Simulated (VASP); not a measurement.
# Ta (Pm-3m) in VASP: further runs

The runs below take Ta through single point, relaxation of cell and atoms, with r2SCAN.

Everything below comes from runs of VASP 6.6.1. Logs are shortened: lines on timing, memory, paths and dates and some standing lists are left out, and cuts for length are marked.

## (1) The cell of the first run

It takes space group Pm-3m (No. 221, cubic). The conventional cell has a = 2.746 Å, b = 2.746 Å, c = 2.746 Å, α = 90.00°, β = 90.00°, γ = 90.00°. Ta (site symmetry m-3m) has 6 Ta at 2.75 Å within 3.6 Å.

## (2) Single point, r2SCAN

The input, POSCAR:

```
Ta
1.0
    2.7460322709      0.0000000000      0.0000000000
    0.0000000000      2.7460322709      0.0000000000
    0.0000000000      0.0000000000      2.7460322709
Ta
1
Direct
    0.0000000000      0.0000000000      0.0000000000
```

The input, INCAR.step1:

```
PREC     = Accurate       # precision mode
ENCUT    = 520            # plane-wave cutoff, eV
ISMEAR   = 1              # smearing method
SIGMA    = 0.05           # smearing width, eV
LREAL    = F              # projectors in reciprocal space
LASPH    = T              # aspherical terms in the spheres
NELM     = 60             # most SCF steps
NBANDS   = 12             # bands
GGA      = PE             # functional
ALGO     = Normal         # electronic algorithm
EDIFF    = 1E-4           # SCF threshold, eV
LWAVE    = T              # write WAVECAR
LCHARG   = F              # write CHGCAR
```

The input, INCAR.step2:

```
PREC     = Accurate       # precision mode
ENCUT    = 520            # plane-wave cutoff, eV
EDIFF    = 1E-6           # SCF threshold, eV
ISMEAR   = 1              # smearing method
SIGMA    = 0.05           # smearing width, eV
LREAL    = F              # projectors in reciprocal space
LASPH    = T              # aspherical terms in the spheres
NELM     = 60             # most SCF steps
ALGO     = Normal         # electronic algorithm
ISIF     = 2              # what is computed and relaxed
LWAVE    = F              # write WAVECAR
LCHARG   = F              # write CHGCAR
METAGGA  = R2SCAN         # meta-GGA
LMIXTAU  = T            
NBANDS   = 12             # bands
ISTART   = 1
```

The input, KPOINTS:

```
regular mesh
0
Gamma
  15 15 15
```

Potentials or basis: VASP PAW PBE potentials, release 64 (Ta_pv).

The run is started by

```
> cat potpaw_PBE.64/Ta_pv/POTCAR > POTCAR
> cp INCAR.step1 INCAR
> mpirun -np 1 vasp_std > vasp.out
> cp INCAR.step2 INCAR
> mpirun -np 1 vasp_std > vasp.out
```

OUTCAR:

```text
PREC = Accurate
   ENCUT = 520
   EDIFF = 1E-6
   ISMEAR = 1
   LREAL = F
   LASPH = T
   NELM = 60
   ISIF = 2
   METAGGA = R2SCAN
   ISTART = 1

 ion  position               nearest neighbor table
   1  0.000  0.000  0.000-

  LATTYP: Found a simple cubic cell.
 ALAT       =     2.7460322709

  Lattice vectors:

 A1 = (   2.7460322709,   0.0000000000,   0.0000000000)
 A2 = (   0.0000000000,   2.7460322709,   0.0000000000)
 A3 = (   0.0000000000,   0.0000000000,   2.7460322709)

Analysis of symmetry for initial positions (statically):
=====================================================================
 Subroutine PRICEL returns:
 Original cell was already a primitive cell.

 Routine SETGRP: Setting up the symmetry group for a
 simple cubic supercell.

 Subroutine GETGRP returns: Found 48 space group operations
 (whereof 48 operations were pure point group operations)
 out of a pool of 48 trial point group operations.

The static configuration has the point symmetry O_h .

Analysis of symmetry for dynamics (positions and initial velocities):
=====================================================================
 Subroutine PRICEL returns:
 Original cell was already a primitive cell.

 Routine SETGRP: Setting up the symmetry group for a
 simple cubic supercell.

 Subroutine GETGRP returns: Found 48 space group operations
 (whereof 48 operations were pure point group operations)
 out of a pool of 48 trial point group operations.

The dynamic configuration has the point symmetry O_h .

 Subroutine INISYM returns: Found 48 space group operations
 (whereof 48 operations are pure point group operations),
 and found     1 'primitive' translations

----------------------------------------------------------------------------------------

                                     Primitive cell

  volume of cell :      20.7070

  direct lattice vectors                    reciprocal lattice vectors
     2.746032271  0.000000000  0.000000000     0.364161780  0.000000000  0.000000000
     0.000000000  2.746032271  0.000000000     0.000000000  0.364161780  0.000000000
     0.000000000  0.000000000  2.746032271     0.000000000  0.000000000  0.364161780

  length of vectors
     2.746032271  2.746032271  2.746032271     0.364161780  0.364161780  0.364161780

  position of ions in fractional coordinates (direct lattice)
     0.000000000  0.000000000  0.000000000
[... 76 lines left out ...]
   EDIFF  = 0.1E-05   stopping-criterion for ELM
   LREAL  =      F    real-space projection
   EDIFFG = 0.1E-04   stopping-criterion for IOM
   NSW    =      0    number of steps for IOM
   IBRION =     -1    ionic relax: 0-MD 1-quasi-New 2-CG
   NFREE  =      0    steps in history (QN), initial steepest desc. (CG)
   ISIF   =      2    stress and relaxation
   ISYM   =      2    0-nonsym 1-usesym 2-fastsym
   POTIM  = 0.5000    time-step for ionic-motion
   TEBEG  =    0.0;   TEEND  =   0.0 temperature during run
   PSTRESS=    0.0 pullay stress
   NELECT =      11.0000    total number of electrons
   NUPDOWN=      -1.0000    fix difference up-down
   EMIN   =  10.00;   EMAX   =-10.00  energy-range for DOS
   EFERMI =   0.00;   METHOD = LEGACY
   ISMEAR =     1;   SIGMA  =   0.05  broadening in eV -4-tet -1-fermi 0-gaus
   EFERMI_NEDOS =   21; number of points for ismear=-14 and -15
   IALGO  =     38    algorithm
   IMIX   =      4    mixing-type and parameters
     AMIX     =   0.40;   BMIX     =  1.00
     AMIX_MAG =   1.60;   BMIX_MAG =  1.00
  volume/ion in A,a.u.               =      20.71       139.74
  Fermi-wavevector in a.u.,A,eV,Ry     =   1.325867  2.505526 23.918013  1.757924
  Thomas-Fermi vector in A             =   2.455296
   LORBIT       =      0    0 simple, 1 ext, 2 COOP (PROOUT), +10 PAW based schemes
   METAGGA = R2SCAN    functional components
   LHFCALC =     F    Hartree Fock is set to
   AEXX    =    0.0000 exact exchange contribution
   IVDW    =     0    specifies the selected vdW correction
   LEPSILON=     F    determine dielectric tensor
   LRPA    =     F    only Hartree local field effects (RPA)
 non-spin polarized calculation
 Methfessel and Paxton  Order N= 1 SIGMA  =   0.05
  energy-cutoff  :      520.00
  volume of cell :       20.71
 maximum number of plane-waves:       587
   NGX = 11   NGY = 11   NGZ = 11

 number of electron      11.0000007 magnetization

 Free energy of the ion-electron system (eV)
  ---------------------------------------------------
  ext. energy  EPLUGINS =         0.00000000
  ---------------------------------------------------
  free energy    TOTEN  =       -47.38881462 eV

  energy without entropy =      -47.38889170  energy(sigma->0) =      -47.38884031

 E-fermi :   4.2518     XC(G=0): -12.8307

 val. band max:        4.2137977919   @ k =   0.4667   0.2000   0.1333
 cond. band min:       4.2610512199   @ k =   0.3333   0.2000   0.0000
 fundamental gap:      0.0472534280
 Fermi energy:         4.2517963201

 k-point     1 :       0.0000    0.0000    0.0000
  band No.  band energies     occupation
      1     -30.2467      2.00000
      2     -30.2467      2.00000
      3     -30.2467      2.00000
      4      -3.3205      2.00000
      5       1.5140      2.00000
      6       1.5141      2.00000
      7      10.8374      0.00000
      8      10.8374      0.00000
      9      10.8375      0.00000
     10      16.3646      0.00000
     11      19.7175      0.00000
     12      19.7175      0.00000
[... 331 lines left out ...]
 k-point    24 :       0.3333    0.2000    0.0000
  band No.  band energies     occupation
      1     -31.1392      2.00000
      2     -30.5972      2.00000
      3     -30.1284      2.00000
      4       0.2336      2.00000
      5       2.8200      2.00000
      6       4.2611      0.69259
      7       6.9599      0.00000
      8       7.9887      0.00000
      9       9.6688      0.00000
     10      15.2123      0.00000
     11      16.3652      0.00000
     12      19.4454      0.00000

 [... further k-points ...]
[... 5 lines left out ...]
  --------------------------------------------------------------------------------------
  -------------------------------------------------------------------------------------
  Total       -0.2227150     -0.2227150     -0.2227150      0.0000000      0.0000000      0.0000000
  in kB      -17.2322978    -17.2322978    -17.2322978      0.0000000      0.0000000      0.0000000
  external PRESSURE =     -17.2322978 kB  Pullay stress =       0.0000000 kB

 VOLUME and BASIS-vectors are now :
 -----------------------------------------------------------------------------
  energy-cutoff  :      520.00
  volume of cell :       20.71
      direct lattice vectors                 reciprocal lattice vectors
     2.746032271  0.000000000  0.000000000     0.364161780  0.000000000  0.000000000
     0.000000000  2.746032271  0.000000000     0.000000000  0.364161780  0.000000000
     0.000000000  0.000000000  2.746032271     0.000000000  0.000000000  0.364161780

 POSITION                                       TOTAL-FORCE (eV/Angst)
 -----------------------------------------------------------------------------------
      0.00000      0.00000      0.00000         0.000000      0.000000      0.000000
 -----------------------------------------------------------------------------------
    total drift:                                0.000000      0.000000      0.000000

  FREE ENERGIE OF THE ION-ELECTRON SYSTEM (eV)
  ---------------------------------------------------
  free  energy   TOTEN  =       -47.3888146173 eV

  energy  without entropy=      -47.3888917013  energy(sigma->0) =      -47.38884031
```

Run time: 46 s. Hardware: 1 thread of Intel Xeon 6975P-C, shared host; peak memory 0.15 GiB.

What came out:

| Quantity | Value |
| --- | --- |
| Free energy | -47.3888 eV |
| Pressure | -1.7 GPa |

Caveat: the PAW data sets were made with another functional, which shifts forces and pressure a little; spin-orbit coupling is left out, which moves the levels of the heavy elements.

## (3) Relaxation of cell and atoms, r2SCAN

This run uses another cell than the first one, of 19.90 Å³/atom, 0.961 times its volume.

The input, POSCAR:

```
Ta
1.0
    2.7100000000      0.0000000000      0.0000000000
    0.0000000000      2.7100000000      0.0000000000
    0.0000000000      0.0000000000      2.7100000000
Ta
1
Direct
    0.0000000000      0.0000000000      0.0000000000
```

The input, INCAR.step1:

```
  ALGO = Normal
  EDIFF = 1E-4
  ENCUT = 600
  GGA = PE
  ISMEAR = 1
  LASPH = True
  LCHARG = False
  LREAL = False
  LWAVE = True
  NELM = 80
  PREC = Accurate
  SIGMA = 0.05
```

The input, INCAR.step2:

```
  ALGO = Normal
  EDIFF = 1E-7
  EDIFFG = -0.01
  ENCUT = 600
  IBRION = 2
  ISIF = 3
  ISMEAR = 1
  ISTART = 1
  LASPH = True
  LCHARG = False
  LMIXTAU = True
  LREAL = False
  LWAVE = False
  METAGGA = R2SCAN
  NELM = 80
  NSW = 80
  PREC = Accurate
  SIGMA = 0.05
```

The input, KPOINTS:

```
k-points
0
Gamma
  15 15 15
```

Potentials or basis: VASP PAW PBE potentials, release 64 (Ta_pv).

The run is started by

```
> cat potpaw_PBE.64/Ta_pv/POTCAR > POTCAR
> cp INCAR.step1 INCAR
> mpirun -np 1 vasp_std > vasp.out
> cp INCAR.step2 INCAR
> mpirun -np 1 vasp_std > vasp.out
```

Wall time 2 min (1 thread of Intel Xeon Platinum 8488C (Sapphire Rapids), shared host); peak memory 0.17 GiB.

The run converged. Its results:

| Quantity | Value |
| --- | --- |
| Free energy | -47.3901 eV |
| Relaxed volume | 20.48 Å³/atom |
| Relaxed cell | a = 2.736 Å, b = 2.736 Å, c = 2.736 Å, α = 90.00°, β = 90.00°, γ = 90.00° |
| Space group after relaxing (to 0.05 Å) | Pm-3m (No. 221) |
| Energy gained by relaxing | 7.8 meV/atom |
| Ionic steps | 3 |
| Pressure after relaxing | 0.0 GPa |

Step by step:
| step | energy change (eV) | largest force (eV/Å) | pressure (GPa) | volume (Å³) |
| --- | --- | --- | --- | --- |
| 1 | 0.0000 | 0.0000 | 4.50 | 19.90 |
| 2 | 0.0178 | 0.0000 | -7.22 | 21.56 |
| 3 | -0.0078 | 0.0000 | -0.03 | 20.48 |

Final structure:
```
CELL_PARAMETERS angstrom
2.73579 0.00000 0.00000
0.00000 2.73579 0.00000
0.00000 0.00000 2.73579
ATOMIC_POSITIONS crystal
Ta 0.00000 0.00000 0.00000
```

Levels at points of the mesh, in eV from the Fermi level:
```csv
k point,band 2,band 3,band 4,band 5,band 6,band 7,band 8,band 9
"(0.00, 0.00, 0.00)",-34.47,-34.47,-7.62,-2.78,-2.78,6.66,6.66,6.66
```

Caveat: the PAW data sets were made with another functional, which shifts forces and pressure a little; spin-orbit coupling is left out, which moves the levels of the heavy elements.
